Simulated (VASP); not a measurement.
# Al3O2 (P4/mmm) in VASP: notebook

Runs on Al3O2. Level: PBE. Tasks: single point, relaxation of cell and atoms.

Everything below comes from runs of VASP 6.6.1. Logs are shortened: lines on timing, memory, paths and dates and some standing lists are left out, and cuts for length are marked.

## (1) The cell of the first run

It takes space group P4/mmm (No. 123, tetragonal). Conventional cell: a = 3.646 Å, b = 3.646 Å, c = 5.144 Å, α = 90.00°, β = 90.00°, γ = 90.00°. Within 2.4 Å of Al (site symmetry mmm) lie 2 O at 1.82 Å. Al (site symmetry 4/mmm) has 4 O at 2.58 Å and 8 Al at 3.15 Å within 3.4 Å. Within 3.4 Å of O (site symmetry 4/mmm) lie 2 O at 2.57 Å and 12 Al at 2.58 to 3.15 Å. Within 2.4 Å of O (site symmetry 4/mmm) lie 4 Al at 1.82 Å.

## (2) Single point, PBE

Contents of INCAR:

```
PREC = Accurate ; ENCUT = 520
EDIFF = 1E-7 ; ISMEAR = 0
SIGMA = 0.1 ; LREAL = F
LASPH = T ; NELM = 60
ALGO = Normal ; ISIF = 2
LWAVE = F ; LCHARG = T
GGA = PE ; LELF = T
LVHAR = T ; NBANDS = 18
```

Contents of KPOINTS:

```
Automatic mesh
0
Gamma
  10 10 8
```

Contents of POSCAR:

```
Al3O2
1.0
    3.6455076556      0.0000000000      0.0000000000
    0.0000000000      3.6455076556      0.0000000000
    0.0000000000      0.0000000000      5.1436442227
Al O
3 2
Direct
    0.5000000000      0.0000000000      0.0000000000
    0.0000000000      0.5000000000      0.0000000000
    0.5000000000      0.5000000000      0.5000000000
    0.0000000000      0.0000000000      0.5000000000
    0.0000000000      0.0000000000      0.0000000000
```

Potentials or basis: VASP PAW PBE potentials, release 64 (Al, O).

Command:

```
> cat potpaw_PBE.64/Al/POTCAR potpaw_PBE.64/O/POTCAR > POTCAR
> mpirun -np 1 vasp_std > vasp.out
```

OUTCAR:

```text
PREC = Accurate
   ENCUT = 520
   EDIFF = 1E-7
   ISMEAR = 0
   LREAL = F
   LASPH = T
   NELM = 60
   ISIF = 2
   GGA = PE

 ion  position               nearest neighbor table
   1  0.500  0.000  0.000-   5 1.82   5 1.82   2 2.58   2 2.58   2 2.58   2 2.58   3 3.15   3 3.15
                             3 3.15   3 3.15
   2  0.000  0.500  0.000-   5 1.82   5 1.82   1 2.58   1 2.58   1 2.58   1 2.58   3 3.15   3 3.15
                             3 3.15   3 3.15
   3  0.500  0.500  0.500-   4 2.58   4 2.58   4 2.58   4 2.58   2 3.15   1 3.15   2 3.15   1 3.15
                             2 3.15   1 3.15   2 3.15   1 3.15
   4  0.000  0.000  0.500-   3 2.58   3 2.58   3 2.58   3 2.58
   5  0.000  0.000  0.000-   1 1.82   2 1.82   2 1.82   1 1.82

  LATTYP: Found a simple tetragonal cell.
 ALAT       =     3.6455076556
 C/A-ratio  =     1.4109541684

  Lattice vectors:

 A1 = (   3.6455076556,   0.0000000000,   0.0000000000)
 A2 = (   0.0000000000,   3.6455076556,   0.0000000000)
 A3 = (   0.0000000000,   0.0000000000,   5.1436442227)

Analysis of symmetry for initial positions (statically):
=====================================================================
 Subroutine PRICEL returns:
 Original cell was already a primitive cell.

 Routine SETGRP: Setting up the symmetry group for a
 simple tetragonal supercell.

 Subroutine GETGRP returns: Found 16 space group operations
 (whereof 16 operations were pure point group operations)
 out of a pool of 16 trial point group operations.

The static configuration has the point symmetry D_4h.

Analysis of symmetry for dynamics (positions and initial velocities):
=====================================================================
 Subroutine PRICEL returns:
 Original cell was already a primitive cell.

 Routine SETGRP: Setting up the symmetry group for a
 simple tetragonal supercell.

 Subroutine GETGRP returns: Found 16 space group operations
 (whereof 16 operations were pure point group operations)
 out of a pool of 16 trial point group operations.

The dynamic configuration has the point symmetry D_4h.

 Subroutine INISYM returns: Found 16 space group operations
 (whereof 16 operations are pure point group operations),
 and found     1 'primitive' translations

----------------------------------------------------------------------------------------

                                     Primitive cell

  volume of cell :      68.3576

  direct lattice vectors                    reciprocal lattice vectors
     3.645507656  0.000000000  0.000000000     0.274310218  0.000000000  0.000000000
     0.000000000  3.645507656  0.000000000     0.000000000  0.274310218  0.000000000
     0.000000000  0.000000000  5.143644223     0.000000000  0.000000000  0.194414691

  length of vectors
     3.645507656  3.645507656  5.143644223     0.274310218  0.274310218  0.194414691

  position of ions in fractional coordinates (direct lattice)
     0.500000000  0.000000000  0.000000000
     0.000000000  0.500000000  0.000000000
     0.500000000  0.500000000  0.500000000
     0.000000000  0.000000000  0.500000000
     0.000000000  0.000000000  0.000000000

  ion indices of the primitive-cell ions
   primitive index   ion index
                 1           1
                 2           2
                 3           3
                 4           4
                 5           5

----------------------------------------------------------------------------------------

 KPOINTS: Automatic mesh

Automatic generation of k-mesh.
 Grid dimensions read from file:
 generate k-points for:   10   10    8

 Generating k-lattice:

  Cartesian coordinates                     Fractional coordinates (reciprocal lattice)
     0.027431022  0.000000000  0.000000000     0.100000000  0.000000000  0.000000000
     0.000000000  0.027431022  0.000000000     0.000000000  0.100000000  0.000000000
     0.000000000  0.000000000  0.024301836     0.000000000  0.000000000  0.125000000

  Length of vectors
     0.027431022  0.027431022  0.024301836

  Shift w.r.t. Gamma in fractional coordinates (k-lattice)
     0.000000000  0.000000000  0.000000000

 Subroutine IBZKPT returns following result:
 ===========================================

 Found    105 irreducible k-points:

 Following reciprocal coordinates:
            Coordinates               Weight
  0.000000  0.000000  0.000000      1.000000
  0.100000  0.000000  0.000000      4.000000
  0.200000  0.000000  0.000000      4.000000
  0.300000  0.000000  0.000000      4.000000
  0.400000  0.000000  0.000000      4.000000
  0.500000  0.000000  0.000000      2.000000
[... 16 lines left out ...]
  0.100000  0.000000  0.125000      8.000000
  0.200000  0.000000  0.125000      8.000000
 [... further k-points ...]
   k-points           NKPTS =    105   k-points in BZ     NKDIM =    105   number of bands    NBANDS=     18
   number of dos      NEDOS =    301   number of ions     NIONS =      5
   total plane-waves  NPLWV =  31360
   dimension x,y,z NGX =    28 NGY =   28 NGZ =   40
   dimension x,y,z NGXF=    56 NGYF=   56 NGZF=   80
   ions per type =               3   2
   NGX,Y,Z   is equivalent  to a cutoff of  12.77, 12.77, 12.93 a.u.
   NGXF,Y,Z  is equivalent  to a cutoff of  25.54, 25.54, 25.86 a.u.
 SYSTEM =  unknown system
   PREC   = accura    normal or accurate (medium, high low for compatibility)
   ISTART =      0    job   : 0-new  1-cont  2-samecut
   ICHARG =      2    charge: 1-file 2-atom 10-const
   ISPIN  =      1    spin polarized calculation?
   LNONCOLLINEAR =      F non collinear calculations
   LSORBIT =      F    spin-orbit coupling
   LASPH  =      T    aspherical Exc in radial PAW
   ENCUT  =  520.0 eV  38.22 Ry    6.18 a.u.   6.78  6.78  9.56*2*pi/ulx,y,z
   NELM   =     60;   NELMIN=  2; NELMDL= -5     # of ELM steps
   EDIFF  = 0.1E-06   stopping-criterion for ELM
   LREAL  =      F    real-space projection
   EDIFFG = 0.1E-05   stopping-criterion for IOM
   NSW    =      0    number of steps for IOM
   IBRION =     -1    ionic relax: 0-MD 1-quasi-New 2-CG
   NFREE  =      0    steps in history (QN), initial steepest desc. (CG)
   ISIF   =      2    stress and relaxation
   ISYM   =      2    0-nonsym 1-usesym 2-fastsym
   POTIM  = 0.5000    time-step for ionic-motion
   TEBEG  =    0.0;   TEEND  =   0.0 temperature during run
   PSTRESS=    0.0 pullay stress
   NELECT =      21.0000    total number of electrons
   NUPDOWN=      -1.0000    fix difference up-down
   EMIN   =  10.00;   EMAX   =-10.00  energy-range for DOS
   EFERMI =   0.00;   METHOD = LEGACY
   ISMEAR =     0;   SIGMA  =   0.10  broadening in eV -4-tet -1-fermi 0-gaus
   EFERMI_NEDOS =   21; number of points for ismear=-14 and -15
   IALGO  =     38    algorithm
   IMIX   =      4    mixing-type and parameters
     AMIX     =   0.40;   BMIX     =  1.00
     AMIX_MAG =   1.60;   BMIX_MAG =  1.00
  volume/ion in A,a.u.               =      13.67        92.26
  Fermi-wavevector in a.u.,A,eV,Ry     =   1.104635  2.087458 16.602092  1.220219
  Thomas-Fermi vector in A             =   2.241111
   LORBIT       =      0    0 simple, 1 ext, 2 COOP (PROOUT), +10 PAW based schemes
   GGA     = PE    functional components
   LHFCALC =     F    Hartree Fock is set to
   AEXX    =    0.0000 exact exchange contribution
   IVDW    =     0    specifies the selected vdW correction
   LEPSILON=     F    determine dielectric tensor
   LRPA    =     F    only Hartree local field effects (RPA)
 non-spin polarized calculation
 Gauss-broadening in eV      SIGMA  =   0.10
  energy-cutoff  :      520.00
  volume of cell :       68.36
 maximum number of plane-waves:      1875
 NGX is ok and might be reduce to    28
   NGX = 13   NGY = 13   NGZ = 19

 number of electron      21.0000008 magnetization

 Free energy of the ion-electron system (eV)
  ---------------------------------------------------
  ext. energy  EPLUGINS =         0.00000000
  ---------------------------------------------------
  free energy    TOTEN  =       -23.25186028 eV

  energy without entropy =      -23.24414145  energy(sigma->0) =      -23.24800086

 E-fermi :   6.7970     XC(G=0): -10.1791

 val. band max:        6.7660116453   @ k =   0.5000   0.3000   0.0000
 cond. band min:       6.8117731530   @ k =   0.5000   0.3000   0.1250
 fundamental gap:      0.0457615076
 Fermi energy:         6.7969649056

 k-point     1 :       0.0000    0.0000    0.0000
  band No.  band energies     occupation
      1     -15.8146      2.00000
      2     -10.1316      2.00000
      3      -2.2277      2.00000
      4      -2.2277      2.00000
      5      -0.8513      2.00000
      6      -0.4841      2.00000
[... 10 lines left out ...]
     17      12.8469      0.00000
     18      13.9900      0.00000

 k-point     2 :       0.1000    0.0000    0.0000
  band No.  band energies     occupation
      1     -15.7955      2.00000
      2     -10.1170      2.00000
      3      -2.5388      2.00000
      4      -2.2126      2.00000
      5      -0.8022      2.00000
      6      -0.1832      2.00000
[... 10 lines left out ...]
     17      14.1300      0.00000
     18      14.2502      0.00000

 k-point     3 :       0.2000    0.0000    0.0000
  band No.  band energies     occupation
      1     -15.7451      2.00000
      2     -10.0783      2.00000
      3      -3.1213      2.00000
      4      -2.1726      2.00000
      5      -0.6666      2.00000
      6       0.3631      2.00000
[... 10 lines left out ...]
     17      13.2592      0.00000
     18      14.1675      0.00000

 k-point     4 :       0.3000    0.0000    0.0000
  band No.  band energies     occupation
      1     -15.6815      2.00000
      2     -10.0294      2.00000
      3      -3.6609      2.00000
      4      -2.1217      2.00000
      5      -0.4818      2.00000
      6       0.7948      2.00000
[... 375 lines left out ...]
      4      -2.2251      2.00000
      5      -0.7809      2.00000
      6      -0.4454      2.00000
[... 10 lines left out ...]
     17      12.7035      0.00000
     18      14.0055      0.00000

 k-point    23 :       0.1000    0.0000    0.1250
  band No.  band energies     occupation
      1     -15.7929      2.00000
      2     -10.1307      2.00000
      3      -2.5319      2.00000
      4      -2.2101      2.00000
      5      -0.7317      2.00000
      6      -0.1471      2.00000
[... 10 lines left out ...]
     17      13.8940      0.00000
     18      14.3280      0.00000

 k-point    24 :       0.2000    0.0000    0.1250
  band No.  band energies     occupation
      1     -15.7427      2.00000
      2     -10.0916      2.00000
      3      -3.1095      2.00000
      4      -2.1702      2.00000
      5      -0.5985      2.00000
      6       0.4002      2.00000
[... 10 lines left out ...]
     17      13.4183      0.00000
     18      14.5634      0.00000

 [... further k-points ...]

------------------------ aborting loop because EDIFF is reached ----------------------------------------

  FORCE on cell =-STRESS in cart. coord.  units (eV):
  Direction    XX          YY          ZZ          XY          YZ          ZX
  --------------------------------------------------------------------------------------
  -------------------------------------------------------------------------------------
  Total       -0.0255416     -0.0255416     -0.0453994      0.0000000     -0.0000000     -0.0000000
  in kB       -0.5986471     -0.5986471     -1.0640797      0.0000000     -0.0000000     -0.0000000
  external PRESSURE =      -0.7537913 kB  Pullay stress =       0.0000000 kB

 VOLUME and BASIS-vectors are now :
 -----------------------------------------------------------------------------
  energy-cutoff  :      520.00
  volume of cell :       68.36
      direct lattice vectors                 reciprocal lattice vectors
     3.645507656  0.000000000  0.000000000     0.274310218  0.000000000  0.000000000
     0.000000000  3.645507656  0.000000000     0.000000000  0.274310218  0.000000000
     0.000000000  0.000000000  5.143644223     0.000000000  0.000000000  0.194414691

 POSITION                                       TOTAL-FORCE (eV/Angst)
 -----------------------------------------------------------------------------------
      1.82275      0.00000      0.00000         0.000000      0.000000      0.000000
      0.00000      1.82275      0.00000         0.000000      0.000000      0.000000
      1.82275      1.82275      2.57182         0.000000      0.000000      0.000000
      0.00000      0.00000      2.57182         0.000000      0.000000      0.000000
      0.00000      0.00000      0.00000         0.000000      0.000000      0.000000
 -----------------------------------------------------------------------------------
    total drift:                               -0.000000     -0.000000     -0.000000

  FREE ENERGIE OF THE ION-ELECTRON SYSTEM (eV)
  ---------------------------------------------------
  free  energy   TOTEN  =       -23.2518602768 eV

  energy  without entropy=      -23.2441414511  energy(sigma->0) =      -23.24800086
```

It took 1.7 min on 1 thread of Intel Xeon 6975P-C, shared host; peak memory 0.25 GiB.

Results:

```yaml
Free_energy: -23.2519 eV
Pressure: -0.1 GPa
```

Levels at points of the mesh, in eV from the Fermi level:
```tsv
k point	band 7	band 8	band 9	band 10	band 11	band 12	band 13	band 14
(0.00, 0.00, 0.00)	-2.62	-2.62	-1.96	-1.38	0.04	1.53	3.66	3.66
(0.50, 0.00, 0.00)	-2.60	-2.31	-2.30	-2.03	-1.30	1.25	2.11	3.19
(0.50, 0.50, 0.00)	-4.23	-4.23	-1.10	0.03	0.27	0.90	0.90	1.24
(0.00, 0.00, 0.50)	-3.85	-2.72	-2.72	-1.99	2.27	3.73	3.80	3.80
(0.50, 0.00, 0.50)	-3.40	-3.27	-2.37	-0.65	-0.23	0.22	1.59	4.41
(0.50, 0.50, 0.50)	-4.55	-4.55	-3.04	-2.03	0.55	0.55	2.10	2.10
```

Caveat: an odd number of electrons without spin polarisation forces a metal; a magnetic or distorted state may lie lower.

## (3) Relaxation of cell and atoms, PBE

Contents of INCAR:

```
ALGO = Normal
EDIFF = 1E-6
EDIFFG = -0.01
ENCUT = 600
GGA = PE
IBRION = 2
ISIF = 3
ISMEAR = 0
LASPH = True
LCHARG = False
LREAL = False
LWAVE = False
NELM = 80
NSW = 100
PREC = Accurate
SIGMA = 0.1
```

Contents of KPOINTS:

```
k-points
0
Gamma
  10 10 8
```

Edit POSCAR of step 2 so:

```diff
@@ -2,5 +2,5 @@
 1.0
-    3.6455076556      0.0000000000      0.0000000000
-    0.0000000000      3.6455076556      0.0000000000
-    0.0000000000      0.0000000000      5.1436442227
+    3.6467443621      0.0000000000      0.0000000000
+    0.0000000000      3.6467443621      0.0000000000
+    0.0000000000      0.0000000000      5.1386976646
 Al O
```

Potentials or basis: VASP PAW PBE potentials, release 64 (Al, O).

Command:

```
> cat potpaw_PBE.64/Al/POTCAR potpaw_PBE.64/O/POTCAR > POTCAR
> mpirun -np 1 vasp_std > vasp.out
```

Run time: 2.5 min. Hardware: 1 thread of Intel Xeon 6975P-C, shared host; peak memory 0.26 GiB.

Results (log left out):

```yaml
Free_energy: -23.2571 eV
Relaxed_volume: 13.64 Å³/atom
Relaxed_cell: a = 3.643 Å, b = 3.643 Å, c = 5.137 Å, α = 90.00°, β = 90.00°, γ = 90.00°
Space_group_after_relaxing_to_0.05_Å: P4/mmm (No. 123)
Energy_gained_by_relaxing: 0.0 meV/atom
Ionic_steps: 2
Pressure_after_relaxing: 0.0 GPa
```

Stress tensor (GPa, compression positive):
```
 0.08  0.00  0.00
 0.00  0.08  0.00
 0.00  0.00 -0.02
```

Final structure:
```
Al O
1.0
     3.64297    0.00000    0.00000
     0.00000    3.64297    0.00000
     0.00000    0.00000    5.13733
Al O
3 2
Direct
  0.50000 0.00000 0.00000
  0.00000 0.50000 0.00000
  0.50000 0.50000 0.50000
  0.00000 0.00000 0.50000
  0.00000 0.00000 0.00000
```

Levels at points of the mesh, in eV from the Fermi level:
```csv
k point,band 6,band 7,band 8,band 9,band 10,band 11,band 12,band 13,band 14
"(0.00, 0.00, 0.00)",-7.29,-2.63,-2.63,-1.97,-1.37,0.03,1.53,3.66,3.66
"(0.50, 0.00, 0.00)",-5.83,-2.60,-2.32,-2.31,-2.04,-1.30,1.25,2.12,3.19
"(0.50, 0.50, 0.00)",-5.68,-4.24,-4.24,-1.11,0.04,0.27,0.90,0.90,1.25
"(0.00, 0.00, 0.50)",-6.98,-3.86,-2.73,-2.73,-2.00,2.28,3.72,3.80,3.80
"(0.50, 0.00, 0.50)",-6.34,-3.41,-3.28,-2.38,-0.65,-0.24,0.21,1.59,4.42
"(0.50, 0.50, 0.50)",-5.06,-4.57,-4.57,-3.04,-2.04,0.55,0.55,2.10,2.10
```

Caveat: an odd number of electrons without spin polarisation forces a metal; a magnetic or distorted state may lie lower.
